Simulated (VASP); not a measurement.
# KCl (Fm-3m) in VASP: notebook

Runs on KCl. Level: LDA. Tasks: vibrations by perturbation theory.

Everything below comes from runs of VASP 6.6.1. Logs are shortened: lines on timing, memory, paths and dates and some standing lists are left out, and cuts for length are marked.

## 1. The cell of the first run

Symmetry: Fm-3m, No. 225, cubic system. The conventional cell has a = 6.048 Å, b = 6.048 Å, c = 6.048 Å, α = 90.00°, β = 90.00°, γ = 90.00°. K (site symmetry m-3m) has 6 Cl at 3.02 Å within 4.0 Å. Within 4.0 Å of Cl (site symmetry m-3m) lie 6 K at 3.02 Å.

## 2. Vibrations by perturbation theory, LDA (27.65 Å³/atom)

The input, INCAR:

```
ALGO = Normal
EDIFF = 1E-8
ENCUT = 520
GGA = CA
IBRION = 8
ISIF = 2
ISMEAR = 0
LASPH = T
LCHARG = F
LREAL = F
LWAVE = F
NELM = 100
NSW = 1
PREC = Accurate
SIGMA = 0.01
```

The input, KPOINTS:

```
k-points
0
Gamma
  6 6 6
```

The input, POSCAR:

```
KCl
1.0
    0.0000000000      3.0240607138      3.0240607138
    3.0240607138      0.0000000000      3.0240607138
    3.0240607138      3.0240607138      0.0000000000
K Cl
1 1
Direct
    0.0000000000      0.0000000000      0.0000000000
    0.5000000000      0.5000000000      0.5000000000
```

Potentials or basis: VASP PAW LDA potentials, release 64 (K_sv, Cl).

The run is started by

```
$ cat potpaw_LDA.64/K_sv/POTCAR potpaw_LDA.64/Cl/POTCAR > POTCAR
$ mpirun -np 1 vasp_std > vasp.out
```

OUTCAR:

```text
EDIFF = 1E-8
   ENCUT = 520
   GGA = CA
   IBRION = 8
   ISIF = 2
   ISMEAR = 0
   LASPH = T
   LREAL = F
   NELM = 100
   NSW = 1
   PREC = Accurate

 ion  position               nearest neighbor table
   1  0.000  0.000  0.000-   2 3.02   2 3.02   2 3.02   2 3.02   2 3.02   2 3.02
   2  0.500  0.500  0.500-   1 3.02   1 3.02   1 3.02   1 3.02   1 3.02   1 3.02

  LATTYP: Found a face centered cubic cell.
 ALAT       =     6.0481214276

  Lattice vectors:

 A1 = (   0.0000000000,   3.0240607138,   3.0240607138)
 A2 = (   3.0240607138,   0.0000000000,   3.0240607138)
 A3 = (   3.0240607138,   3.0240607138,   0.0000000000)

Analysis of symmetry for initial positions (statically):
=====================================================================
 Subroutine PRICEL returns:
 Original cell was already a primitive cell.

 Routine SETGRP: Setting up the symmetry group for a
 face centered cubic supercell.

 Subroutine GETGRP returns: Found 48 space group operations
 (whereof 48 operations were pure point group operations)
 out of a pool of 48 trial point group operations.

The static configuration has the point symmetry O_h .

Analysis of symmetry for dynamics (positions and initial velocities):
=====================================================================
 Subroutine PRICEL returns:
 Original cell was already a primitive cell.

 Routine SETGRP: Setting up the symmetry group for a
 face centered cubic supercell.

 Subroutine GETGRP returns: Found 48 space group operations
 (whereof 48 operations were pure point group operations)
 out of a pool of 48 trial point group operations.

The dynamic configuration has the point symmetry O_h .

 Subroutine INISYM returns: Found 48 space group operations
 (whereof 48 operations are pure point group operations),
 and found     1 'primitive' translations

----------------------------------------------------------------------------------------

                                     Primitive cell

  volume of cell :      55.3097

  direct lattice vectors                    reciprocal lattice vectors
     0.000000000  3.024060714  3.024060714    -0.165340596  0.165340596  0.165340596
     3.024060714  0.000000000  3.024060714     0.165340596 -0.165340596  0.165340596
     3.024060714  3.024060714  0.000000000     0.165340596  0.165340596 -0.165340596

  length of vectors
     4.276667675  4.276667675  4.276667675     0.286378312  0.286378312  0.286378312

  position of ions in fractional coordinates (direct lattice)
     0.000000000  0.000000000  0.000000000
     0.500000000  0.500000000  0.500000000

  ion indices of the primitive-cell ions
   primitive index   ion index
                 1           1
                 2           2

----------------------------------------------------------------------------------------

 KPOINTS: k-points

Automatic generation of k-mesh.
 Grid dimensions read from file:
 generate k-points for:    6    6    6

 Generating k-lattice:

  Cartesian coordinates                     Fractional coordinates (reciprocal lattice)
    -0.027556766  0.027556766  0.027556766     0.166666667  0.000000000  0.000000000
     0.027556766 -0.027556766  0.027556766     0.000000000  0.166666667  0.000000000
     0.027556766  0.027556766 -0.027556766     0.000000000  0.000000000  0.166666667

  Length of vectors
     0.047729719  0.047729719  0.047729719

  Shift w.r.t. Gamma in fractional coordinates (k-lattice)
     0.000000000  0.000000000  0.000000000

 Subroutine IBZKPT returns following result:
 ===========================================

 Found     16 irreducible k-points:

 Following reciprocal coordinates:
            Coordinates               Weight
  0.000000  0.000000  0.000000      1.000000
  0.166667  0.000000  0.000000      8.000000
  0.333333  0.000000  0.000000      8.000000
  0.500000  0.000000  0.000000      4.000000
  0.166667  0.166667  0.000000      6.000000
  0.333333  0.166667  0.000000     24.000000
[... 8 lines left out ...]
 -0.333333  0.333333  0.166667     24.000000
 -0.333333  0.500000  0.166667     12.000000
   k-points           NKPTS =     16   k-points in BZ     NKDIM =     16   number of bands    NBANDS=     12
   number of dos      NEDOS =    301   number of ions     NIONS =      2
   total plane-waves  NPLWV =  32768
   dimension x,y,z NGX =    32 NGY =   32 NGZ =   32
   dimension x,y,z NGXF=    64 NGYF=   64 NGZF=   64
   ions per type =               1   1
   NGX,Y,Z   is equivalent  to a cutoff of  12.44, 12.44, 12.44 a.u.
   NGXF,Y,Z  is equivalent  to a cutoff of  24.88, 24.88, 24.88 a.u.
 SYSTEM =  unknown system
   PREC   = accura    normal or accurate (medium, high low for compatibility)
   ISTART =      0    job   : 0-new  1-cont  2-samecut
   ICHARG =      2    charge: 1-file 2-atom 10-const
   ISPIN  =      1    spin polarized calculation?
   LNONCOLLINEAR =      F non collinear calculations
   LSORBIT =      F    spin-orbit coupling
   LASPH  =      T    aspherical Exc in radial PAW
   ENCUT  =  520.0 eV  38.22 Ry    6.18 a.u.   7.95  7.95  7.95*2*pi/ulx,y,z
   NELM   =    100;   NELMIN=  2; NELMDL= -5     # of ELM steps
   EDIFF  = 0.1E-07   stopping-criterion for ELM
   LREAL  =      F    real-space projection
   EDIFFG = 0.1E-06   stopping-criterion for IOM
   NSW    =      1    number of steps for IOM
   IBRION =      8    ionic relax: 0-MD 1-quasi-New 2-CG
   NFREE  =      0    steps in history (QN), initial steepest desc. (CG)
   ISIF   =      2    stress and relaxation
   ISYM   =      2    0-nonsym 1-usesym 2-fastsym
   POTIM  = 0.5000    time-step for ionic-motion
   TEBEG  =    0.0;   TEEND  =   0.0 temperature during run
   PSTRESS=    0.0 pullay stress
   NELECT =      16.0000    total number of electrons
   NUPDOWN=      -1.0000    fix difference up-down
   EMIN   =  10.00;   EMAX   =-10.00  energy-range for DOS
   EFERMI =   0.00;   METHOD = LEGACY
   ISMEAR =     0;   SIGMA  =   0.01  broadening in eV -4-tet -1-fermi 0-gaus
   EFERMI_NEDOS =   21; number of points for ismear=-14 and -15
   IALGO  =     38    algorithm
   IMIX   =      4    mixing-type and parameters
     AMIX     =   0.40;   BMIX     =  1.00
     AMIX_MAG =   1.60;   BMIX_MAG =  1.00
  volume/ion in A,a.u.               =      27.65       186.62
  Fermi-wavevector in a.u.,A,eV,Ry     =   1.082715  2.046035 15.949738  1.172273
  Thomas-Fermi vector in A             =   2.218764
   LORBIT       =      0    0 simple, 1 ext, 2 COOP (PROOUT), +10 PAW based schemes
   GGA     = CA    functional components
   LHFCALC =     F    Hartree Fock is set to
   AEXX    =    0.0000 exact exchange contribution
   IVDW    =     0    specifies the selected vdW correction
   LEPSILON=     F    determine dielectric tensor
   LRPA    =     F    only Hartree local field effects (RPA)
 non-spin polarized calculation
 Gauss-broadening in eV      SIGMA  =   0.01
  energy-cutoff  :      520.00
  volume of cell :       55.31
 maximum number of plane-waves:      1524
   NGX = 15   NGY = 15   NGZ = 15

--------------------------------------- Ionic step        1  -------------------------------------------

 number of electron      16.0000000 magnetization

 Free energy of the ion-electron system (eV)
  ---------------------------------------------------
  ext. energy  EPLUGINS =         0.00000000
  ---------------------------------------------------
  free energy    TOTEN  =        -7.40621874 eV

  energy without entropy =       -7.40621874  energy(sigma->0) =       -7.40621874

 E-fermi :  -1.5025     XC(G=0):  -8.6124

 val. band max:       -1.5549377569   @ k =   0.0000   0.0000   0.0000
 cond. band min:       3.6136912103   @ k =   0.0000   0.0000   0.0000
 fundamental gap:      5.1686289672
 Fermi energy:        -1.5024999356

 k-point     1 :       0.0000    0.0000    0.0000
  band No.  band energies     occupation
      1     -28.1312      2.00000
      2     -13.7343      2.00000
      3     -11.8312      2.00000
      4     -11.8312      2.00000
      5     -11.8312      2.00000
      6      -1.5549      2.00000
      7      -1.5549      2.00000
      8      -1.5549      2.00000
      9       3.6137      0.00000
     10       6.5549      0.00000
     11       6.5549      0.00000
     12       6.5549      0.00000
[... 213 lines left out ...]
      1     -28.1028      2.00000
      2     -13.6992      2.00000
      3     -12.0417      2.00000
      4     -11.9654      2.00000
      5     -11.7572      2.00000
      6      -2.2329      2.00000
      7      -2.1098      2.00000
      8      -1.9832      2.00000
      9       5.3415      0.00000
     10       7.3590      0.00000
     11       7.7549      0.00000
     12       8.8597      0.00000

------------------------ aborting loop because EDIFF is reached ----------------------------------------

  FORCE on cell =-STRESS in cart. coord.  units (eV):
  Direction    XX          YY          ZZ          XY          YZ          ZX
  --------------------------------------------------------------------------------------
  -------------------------------------------------------------------------------------
  Total        0.1549251      0.1549251      0.1549251      0.0000000      0.0000000      0.0000000
  in kB        4.4877714      4.4877714      4.4877714      0.0000000      0.0000000      0.0000000
  external PRESSURE =       4.4877714 kB  Pullay stress =       0.0000000 kB

 VOLUME and BASIS-vectors are now :
 -----------------------------------------------------------------------------
  energy-cutoff  :      520.00
  volume of cell :       55.31
      direct lattice vectors                 reciprocal lattice vectors
     0.000000000  3.024060714  3.024060714    -0.165340596  0.165340596  0.165340596
     3.024060714  0.000000000  3.024060714     0.165340596 -0.165340596  0.165340596
     3.024060714  3.024060714  0.000000000     0.165340596  0.165340596 -0.165340596

 POSITION                                       TOTAL-FORCE (eV/Angst)
 -----------------------------------------------------------------------------------
      0.00000      0.00000      0.00000         0.000000      0.000000      0.000000
      3.02406      3.02406      3.02406         0.000000     -0.000000     -0.000000
 -----------------------------------------------------------------------------------
    total drift:                                0.000000     -0.000000     -0.000000

  FREE ENERGIE OF THE ION-ELECTRON SYSTEM (eV)
  ---------------------------------------------------
  free  energy   TOTEN  =        -7.4062187445 eV

  energy  without entropy=       -7.4062187445  energy(sigma->0) =       -7.40621874

[... ionic steps 2 to 3 ...]

--------------------------------------- Ionic step        4  -------------------------------------------

------------------------ aborting loop because EDIFF is reached ----------------------------------------

[... ionic steps 5 to 6 ...]

--------------------------------------- Ionic step        7  -------------------------------------------

 Free energy of the ion-electron system (eV)
  ---------------------------------------------------
  ---------------------------------------------------
  free energy    TOTEN  =        -0.19361033 eV

  energy without entropy =       -0.19361033

------------------------ aborting loop because EDIFF is reached ----------------------------------------

 INTERNAL STRAIN TENSOR  FOR ION    2  DIRECTION 1   (eV/Angst):
 -----------------------------------------------------------------------------
     0.01152  0.00000 -0.00000
    -0.00000 -0.00537 -0.00000
     0.00000 -0.00000 -0.00537

 INTERNAL STRAIN TENSOR FOR ION    2 for displacements in x,y,z  (eV/Angst):
          X           Y           Z          XY          YZ          ZX
  --------------------------------------------------------------------------------
  x     0.00000     0.00000     0.00000     0.00000     0.00000     0.00000
  y     0.00000     0.00000     0.00000     0.00000     0.00000     0.00000
  z     0.00000     0.00000     0.00000     0.00000     0.00000     0.00000

 SECOND DERIVATIVES (NOT SYMMETRIZED)
 ------------------------------------
               1X          1Y          1Z          2X          2Y          2Z
  1X    -1.953858    0.000000    0.000000    1.953858    0.000000    0.000000
  1Y     0.000000   -1.953858    0.000000    0.000000    1.953858    0.000000
  1Z     0.000000    0.000000   -1.953858    0.000000    0.000000    1.953858
  2X     1.949931    0.000000    0.000000   -1.949931    0.000000    0.000000
  2Y     0.000000    1.949931    0.000000    0.000000   -1.949931    0.000000
  2Z     0.000000    0.000000    1.949931    0.000000    0.000000   -1.949931

 Eigenvectors and eigenvalues of the dynamical matrix
 ----------------------------------------------------

   1 f  =    5.065138 THz    31.825198 2PiTHz  168.954804 cm-1    20.947716 meV
             X         Y         Z           dx          dy          dz
      0.000000  0.000000  0.000000     0.689968    0.000000   -0.000000
      3.024061  3.024061  3.024061    -0.723840   -0.000000   -0.000000
[... 21 lines left out ...]
   6 f/i=    0.002545 THz     0.015992 2PiTHz    0.084900 cm-1     0.010526 meV
             X         Y         Z           dx          dy          dz
      0.000000  0.000000  0.000000     0.091441    0.496088    0.519114
      3.024061  3.024061  3.024061     0.087162    0.472874    0.494822

--------------------------------------------------------------------------------------------------------

 ELASTIC MODULI CONTR FROM IONIC RELAXATION (kBar)
 Direction    XX          YY          ZZ          XY          YZ          ZX
 --------------------------------------------------------------------------------
 XX           0.0000      0.0000      0.0000      0.0000      0.0000      0.0000
 YY           0.0000      0.0000      0.0000      0.0000      0.0000      0.0000
 ZZ           0.0000      0.0000      0.0000      0.0000      0.0000      0.0000
 XY           0.0000      0.0000      0.0000      0.0000      0.0000      0.0000
 YZ           0.0000      0.0000      0.0000      0.0000      0.0000      0.0000
 ZX           0.0000      0.0000      0.0000      0.0000      0.0000      0.0000
 --------------------------------------------------------------------------------
```

Run time: 3 min. Hardware: 1 thread of Intel Xeon 8259CL, shared host; peak memory 0.21 GiB.

What came out:

```yaml
Highest_phonon_frequency_at_Γ_LO-TO_splitting_left_out: 169 cm⁻¹
```

Phonon frequencies in cm⁻¹ (negative: imaginary):
| q point | frequencies |
| --- | --- |
| (0.000, 0.000, 0.000) | 0 0 0 169 169 169 |

## 3. Vibrations by perturbation theory, LDA

This run uses another cell than the first one, of 28.08 Å³/atom.

The input, INCAR:

```
PREC = Accurate
ENCUT = 520
EDIFF = 1E-8
ISMEAR = 0
SIGMA = 0.01
LREAL = False
LASPH = True
NELM = 80
ALGO = Normal
ISIF = 2
LWAVE = False
LCHARG = False
NBANDS = 15
IBRION = 8
NSW = 1
```

The input, KPOINTS:

```
regular mesh
0
Gamma
  6 6 6
```

The input, POSCAR:

```
KCl
1.0
    0.0000000000      3.0393340068      3.0393340068
    3.0393340068      0.0000000000      3.0393340068
    3.0393340068      3.0393340068      0.0000000000
K Cl
1 1
Direct
    0.0000000000      0.0000000000      0.0000000000
    0.5000000000      0.5000000000      0.5000000000
```

Potentials or basis: VASP PAW LDA potentials, release 64 (K_sv, Cl).

The run is started by

```
$ cat potpaw_LDA.64/K_sv/POTCAR potpaw_LDA.64/Cl/POTCAR > POTCAR
$ mpirun -np 1 vasp_std > vasp.out
```

OUTCAR:

```text
PREC = Accurate
   ENCUT = 520
   EDIFF = 1E-8
   ISMEAR = 0
   LREAL = False
   LASPH = True
   NELM = 80
   ISIF = 2
   IBRION = 8
   NSW = 1

 ion  position               nearest neighbor table
   1  0.000  0.000  0.000-   2 3.04   2 3.04   2 3.04   2 3.04   2 3.04   2 3.04
   2  0.500  0.500  0.500-   1 3.04   1 3.04   1 3.04   1 3.04   1 3.04   1 3.04

  LATTYP: Found a face centered cubic cell.
 ALAT       =     6.0786680136

  Lattice vectors:

[... 531 lines left out ...]
 ------------------------------------
               1X          1Y          1Z          2X          2Y          2Z
  1X    -1.822369    0.000000    0.000000    1.822369    0.000000    0.000000
  1Y     0.000000   -1.822369    0.000000    0.000000    1.822369    0.000000
  1Z     0.000000    0.000000   -1.822369    0.000000    0.000000    1.822369
  2X     1.813062    0.000000    0.000000   -1.813062    0.000000    0.000000
  2Y     0.000000    1.813062    0.000000    0.000000   -1.813062    0.000000
  2Z     0.000000    0.000000    1.813062    0.000000    0.000000   -1.813062

 Eigenvectors and eigenvalues of the dynamical matrix
 ----------------------------------------------------

   1 f  =    4.887759 THz    30.710698 2PiTHz  163.038103 cm-1    20.214139 meV
             X         Y         Z           dx          dy          dz
      0.000000  0.000000  0.000000     0.303705   -0.620156   -0.000000
      3.039334  3.039334  3.039334    -0.318120    0.649591   -0.000000
[... 21 lines left out ...]
   6 f/i=    0.006250 THz     0.039270 2PiTHz    0.208479 cm-1     0.025848 meV
             X         Y         Z           dx          dy          dz
      0.000000  0.000000  0.000000     0.015881    0.074885    0.719242
      3.039334  3.039334  3.039334     0.015161    0.071492    0.686651

--------------------------------------------------------------------------------------------------------

 ELASTIC MODULI CONTR FROM IONIC RELAXATION (kBar)
 Direction    XX          YY          ZZ          XY          YZ          ZX
 --------------------------------------------------------------------------------
 XX           0.0000      0.0000      0.0000      0.0000      0.0000      0.0000
 YY           0.0000      0.0000      0.0000      0.0000      0.0000      0.0000
 ZZ           0.0000      0.0000      0.0000      0.0000      0.0000      0.0000
 XY           0.0000      0.0000      0.0000      0.0000      0.0000      0.0000
 YZ           0.0000      0.0000      0.0000      0.0000      0.0000      0.0000
 ZX           0.0000      0.0000      0.0000      0.0000      0.0000      0.0000
 --------------------------------------------------------------------------------
```

stdout:

```text
POSCAR found type information on POSCAR K Cl
 POSCAR found :  2 types and       2 ions
 scaLAPACK will be used
 LDA part: xc-table for (Slater(with rela. corr.)+CA(PZ))
 , standard interpolation
 POSCAR, INCAR and KPOINTS ok, starting setup
 FFT: planning ... GRIDC
 FFT: planning ... GRID_SOFT
 FFT: planning ... GRID
 WAVECAR not read
 entering main loop
 Linear response reoptimize wavefunctions to high precision
 Linear response DOF=           2
 Linear response progress:
 first order change of Fermi-energy   0.94851E-05
 force on displaced ion       1 direction 1 :  -1.822   0.000   0.000
 Linear response progress:
 first order change of Fermi-energy   0.46874E-05
 force on displaced ion       2 direction 1 :  -1.813   0.000   0.000
 Linear response finished
```

Wall time 2.4 min (1 thread of Intel Xeon 8259CL, shared host); peak memory 0.21 GiB.

What came out:

```yaml
Highest_phonon_frequency_at_Γ_LO-TO_splitting_left_out: 163 cm⁻¹
```

Phonon frequencies in cm⁻¹ (negative: imaginary):
```csv
q point,frequencies
"(0.000, 0.000, 0.000)",0 0 0 163 163 163
```

(Continued in part 2 of 2.)
